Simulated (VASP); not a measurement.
Set up this calculation in VASP 6.6.1, as the native input.

* Task: single point
* Functional: PBEsol
* Potentials or basis: VASP PAW PBE potentials, release 64 (Re, Sb)
* Cutoff: 520 eV
* k mesh: 10 × 10 × 6
* Occupations: gaussian, width 0.05 eV
* Spin: no spin polarisation
* Dipole correction: no
* Further INCAR settings: ALGO = Normal; EDIFF = 1e-06; NBANDS = 16

The structure of ReSb2 lies in POSCAR:

```
ReSb2
1.0
    3.4169199626      0.0000000000      0.0000000000
   -1.7084599813      2.9591394903      0.0000000000
    0.0000000000      0.0000000000      6.5162774789
Re Sb
1 2
Direct
    0.0000000000      0.0000000000      0.0000000000
    0.3333333333      0.6666666667      0.2858469592
    0.6666666667      0.3333333333      0.7141530408
```

These files were run (other wordings do the same):

INCAR

```
ALGO = Normal
EDIFF = 1E-6
ENCUT = 520
GGA = PS
ISIF = 2
ISMEAR = 0
LASPH = True
LCHARG = False
LREAL = False
LWAVE = False
NBANDS = 16
NELM = 80
PREC = Accurate
SIGMA = 0.05
```

KPOINTS

```
k-points
0
Gamma
  10 10 6
```

Potentials or basis: VASP PAW PBE potentials, release 64 (Re, Sb).

Launch:

```console
$ cat potpaw_PBE.64/Re/POTCAR potpaw_PBE.64/Sb/POTCAR > POTCAR
$ mpirun -np 1 vasp_std > vasp.out
```

Results of the run:

| Property | Result |
| --- | --- |
| Pressure | -1.4 GPa |
| Largest force | 0.020 eV/Å |
| Band gap on the k mesh | zero (an odd number of electrons rules out a gap without spin polarisation) |

Caveat: the PAW data sets were made with another functional, which shifts forces and pressure a little; spin-orbit coupling is left out, which moves the levels of the heavy elements.

Run time: 34 s on 1 thread of Intel(R) Xeon(R) 6975P-C (Granite Rapids), with other jobs on the host, peak memory 0.23 GiB.
